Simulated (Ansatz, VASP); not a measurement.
Two plane-wave programs on B6Ir

```
B Ir
1.0
     4.67865    0.00000    0.00000
    -2.33933    4.05183    0.00000
     0.00000    0.00000    3.25200
B Ir
6 1
Direct
  0.20610 0.79390 0.50000
  0.20610 0.41219 0.50000
  0.58781 0.79390 0.50000
  0.79390 0.20610 0.50000
  0.79390 0.58781 0.50000
  0.41219 0.20610 0.50000
  0.00000 0.00000 0.00000
```

Alike in both runs: functional PBE; k mesh 6 × 6 × 4; occupations gaussian, width 0.1 eV; no spin polarisation.

Ansatz relaxed the structure, and its values are those at the end. VASP's run is a single point on that final structure, the one shown.

```csv
,VASP,Ansatz
version,VASP 6.6.1,Ansatz 0.2.0
potentials or method,"VASP PAW PBE potentials, release 64 (B, Ir), cutoff 520 eV","scalar-relativistic, plane waves, PAW"
valence electrons in the cell,27,35
```

Ansatz gave:

```
gap on the k mesh at the Fermi level (eV) : none
pressure (GPa)                            : 0.0
rms of the force components (eV/Å)        : 0.004
```

Task: Estimate VASP's values.

Result: gap on the k mesh at the Fermi level (eV): none; pressure (GPa): 0.4; rms of the force components (eV/Å): 0.030.

A gap of «none» marks a metal or a gap that the smearing closes. With one functional, cell and mesh, what is left measures potentials, basis and numerics. VASP's potentials hold 27 valence electrons a cell and Ansatz's 35, so a difference there can come from the potentials and not from the codes.

The k mesh is coarse, so the values compare programs but aren't converged. Spin-orbit coupling is off throughout.
